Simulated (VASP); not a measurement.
# Nb (Pm-3m) in VASP: a series of runs, part 2 of 2

VASP 6.6.1.

## (3) Single point, r2SCAN, collinear spin (21.46 Å³/atom)

This run uses another cell than the first one, of 21.46 Å³/atom.

Contents of POSCAR:

```
Nb
1.0
    2.7788583492      0.0000000000      0.0000000000
    0.0000000000      2.7788583492      0.0000000000
    0.0000000000      0.0000000000      2.7788583492
Nb
1
Direct
    0.0000000000      0.0000000000      0.0000000000
```

Contents of INCAR.step1:

```
SYSTEM = Nb
  PREC = Accurate
  ENCUT = 520
  ISMEAR = -1
  SIGMA = 0.05
  LREAL = .False.
  LASPH = .True.
  NELM = 150
  ISPIN = 2
  MAGMOM = 1
  LMAXMIX = 4
  NBANDS = 16
  GGA = PE
  ALGO = Normal
  EDIFF = 1E-4
  LWAVE = .True.
  LCHARG = .False.
```

Contents of INCAR.step2:

```
SYSTEM = Nb
  PREC = Accurate
  ENCUT = 520
  EDIFF = 1E-6
  ISMEAR = -1
  SIGMA = 0.05
  LREAL = .False.
  LASPH = .True.
  NELM = 150
  ALGO = Normal
  ISIF = 2
  LWAVE = .False.
  LCHARG = .False.
  ISPIN = 2
  MAGMOM = 1
  LORBIT = 11
  LMAXMIX = 4
  METAGGA = R2SCAN
  LMIXTAU = .True.
  NBANDS = 16
  ISTART = 1
```

Contents of KPOINTS:

```
regular mesh
0
Gamma
  19 19 19
  0 0 0
```

Potentials or basis: VASP PAW PBE potentials, release 64 (Nb_sv).

Command:

```sh
cat potpaw_PBE.64/Nb_sv/POTCAR > POTCAR
cp INCAR.step1 INCAR
mpirun -np 1 vasp_std > vasp.out
cp INCAR.step2 INCAR
mpirun -np 1 vasp_std > vasp.out
```

OUTCAR:

```text
SYSTEM = Nb
   PREC = Accurate
   ENCUT = 520
   EDIFF = 1E-6
   ISMEAR = -1
   LREAL = .False.
   LASPH = .True.
   NELM = 150
   ISIF = 2
   ISPIN = 2
   LORBIT = 11
   METAGGA = R2SCAN
   ISTART = 1

 ion  position               nearest neighbor table
   1  0.000  0.000  0.000-

  LATTYP: Found a simple cubic cell.
 ALAT       =     2.7788583492

  Lattice vectors:

 A1 = (   2.7788583492,   0.0000000000,   0.0000000000)
 A2 = (   0.0000000000,   2.7788583492,   0.0000000000)
[... 1120 lines left out ...]
  -------------------------------------------------------------------------------------
  Total       -1.1677694     -1.1677694     -1.1677694     -0.0000000      0.0000000     -0.0000000
  in kB      -87.1903582    -87.1903582    -87.1903582     -0.0000000      0.0000000     -0.0000000
  external PRESSURE =     -87.1903582 kB  Pullay stress =       0.0000000 kB

 VOLUME and BASIS-vectors are now :
 -----------------------------------------------------------------------------
  energy-cutoff  :      520.00
  volume of cell :       21.46
      direct lattice vectors                 reciprocal lattice vectors
     2.778858349  0.000000000  0.000000000     0.359860012  0.000000000  0.000000000
     0.000000000  2.778858349  0.000000000     0.000000000  0.359860012  0.000000000
     0.000000000  0.000000000  2.778858349     0.000000000  0.000000000  0.359860012

 POSITION                                       TOTAL-FORCE (eV/Angst)
 -----------------------------------------------------------------------------------
      0.00000      0.00000      0.00000         0.000000      0.000000      0.000000
 -----------------------------------------------------------------------------------
    total drift:                                0.000000      0.000000      0.000000

  FREE ENERGIE OF THE ION-ELECTRON SYSTEM (eV)
  ---------------------------------------------------
  free  energy   TOTEN  =       -23.7794298205 eV

  energy  without entropy=      -23.7658629079  energy(sigma->0) =      -23.77264636

 total charge

# of ion       s       p       d       tot
------------------------------------------
    1        2.223   5.957   2.530  10.711

 magnetization (x)

# of ion       s       p       d       tot
------------------------------------------
    1       -0.000  -0.000  -0.000  -0.000
```

OSZICAR.step1:

```text
N       E                     dE             d eps       ncg     rms          rms(c)
DAV:   1     0.118938155761E+03    0.11894E+03   -0.70447E+03 14120   0.826E+02
DAV:   2    -0.524764003648E+01   -0.12419E+03   -0.11673E+03 16208   0.295E+02
DAV:   3    -0.922252987709E+01   -0.39749E+01   -0.38643E+01 20736   0.495E+01
DAV:   4    -0.940139835841E+01   -0.17887E+00   -0.17847E+00 17552   0.880E+00
DAV:   5    -0.940566459817E+01   -0.42662E-02   -0.42647E-02 20672   0.123E+00    0.690E+00
DAV:   6    -0.919593736690E+01    0.20973E+00   -0.36914E-01 21648   0.656E+00    0.240E+00
DAV:   7    -0.918380920551E+01    0.12128E-01   -0.10788E-01 21464   0.307E+00    0.145E+00
DAV:   8    -0.919242813375E+01   -0.86189E-02   -0.11040E-02 17888   0.925E-01    0.813E-01
DAV:   9    -0.919487982100E+01   -0.24517E-02   -0.29382E-03 18464   0.500E-01    0.391E-01
DAV:  10    -0.919563974172E+01   -0.75992E-03   -0.10874E-03 19208   0.314E-01    0.337E-02
DAV:  11    -0.919564718965E+01   -0.74479E-05   -0.50617E-05 11848   0.625E-02
   1 F= -.91956472E+01 E0= -.91888816E+01  d E =-.135311E-01  mag=    -0.0001
```

It took 3 min on 1 thread of Intel Xeon Platinum 8488C (Sapphire Rapids), shared host; peak memory 0.23 GiB.

Results:

| Item | Value |
| --- | --- |
| Free energy | -23.7794 eV |
| Pressure | -8.7 GPa |
| Net moment | 0.00 μB per cell |
| Valence electrons inside the program's atomic spheres | Nb 10.71 |

Caveat: the cell stands under tension; the PAW data sets were made with another functional, which shifts forces and pressure a little.

## (4) Single point, r2SCAN, collinear spin (22.25 Å³/atom)

This run uses another cell than the first one, of 22.25 Å³/atom.

Contents of POSCAR:

```
Nb
1.0
    2.8127502059      0.0000000000      0.0000000000
    0.0000000000      2.8127502059      0.0000000000
    0.0000000000      0.0000000000      2.8127502059
Nb
1
Direct
    0.0000000000      0.0000000000      0.0000000000
```

Contents of INCAR.step1:

```
  PREC = Accurate
  ENCUT = 520
  ISMEAR = -1
  SIGMA = 0.05
  LREAL = False
  LASPH = True
  NELM = 150
  ISPIN = 2
  MAGMOM = 1
  LMAXMIX = 4
  NBANDS = 16
  GGA = PE
  ALGO = Normal
  EDIFF = 1E-4
  LWAVE = True
  LCHARG = False
```

Contents of INCAR.step2:

```
  PREC = Accurate
  ENCUT = 520
  EDIFF = 1E-6
  ISMEAR = -1
  SIGMA = 0.05
  LREAL = False
  LASPH = True
  NELM = 150
  ALGO = Normal
  ISIF = 2
  LWAVE = False
  LCHARG = False
  ISPIN = 2
  MAGMOM = 1
  LORBIT = 11
  LMAXMIX = 4
  METAGGA = R2SCAN
  LMIXTAU = True
  NBANDS = 16
  ISTART = 1
```

Contents of KPOINTS:

```
Automatic mesh
0
Gamma
  19 19 19
```

Command:

```sh
cat potpaw_PBE.64/Nb_sv/POTCAR > POTCAR
cp INCAR.step1 INCAR
mpirun -np 1 vasp_std > vasp.out
cp INCAR.step2 INCAR
mpirun -np 1 vasp_std > vasp.out
```

Wall time 3.2 min (1 thread of Intel Xeon Platinum 8488C (Sapphire Rapids), shared host); peak memory 0.23 GiB.

It converged, with:

```yaml
Free_energy: -23.7284 eV
Pressure: -11.9 GPa
Net_moment: 0.00 μB per cell
Valence_electrons_inside_the_program's_atomic_spheres: Nb 10.67
```

Levels at points of the mesh, in eV from the Fermi level:
Spin up:
| k point | band 3 | band 4 | band 5 | band 6 | band 7 | band 8 | band 9 | band 10 | band 11 | band 12 |
| --- | --- | --- | --- | --- | --- | --- | --- | --- | --- | --- |
| (0.00, 0.00, 0.00) | -31.23 | -31.23 | -5.65 | -2.62 | -2.62 | 4.89 | 4.89 | 4.89 | 14.72 | 14.72 |
Spin down:
| k point | band 3 | band 4 | band 5 | band 6 | band 7 | band 8 | band 9 | band 10 | band 11 | band 12 |
| --- | --- | --- | --- | --- | --- | --- | --- | --- | --- | --- |
| (0.00, 0.00, 0.00) | -31.23 | -31.23 | -5.65 | -2.62 | -2.62 | 4.89 | 4.89 | 4.89 | 14.72 | 14.72 |

Caveat: the cell stands under tension; the PAW data sets were made with another functional, which shifts forces and pressure a little.

## (5) The runs side by side

```csv
cell,gap on the mesh (eV),pressure (GPa),moment (μB)
"a = 2.744 Å, 1 atom",none,-4.9,0.00
"a = 2.779 Å, 1 atom",none,-8.7,0.00
"a = 2.813 Å, 1 atom",none,-11.9,0.00
```

Alike in all rows: task single point; level r2SCAN; potentials or basis VASP PAW PBE potentials, release 64 (Nb_sv); spin collinear; k mesh 19 × 19 × 19; cutoff (eV) 520; smearing fermi-dirac 0.05 eV.

Caveats: the cell stands under tension; the PAW data sets were made with another functional, which shifts forces and pressure a little.

Absolute energies hang on the potentials; compare differences alone.
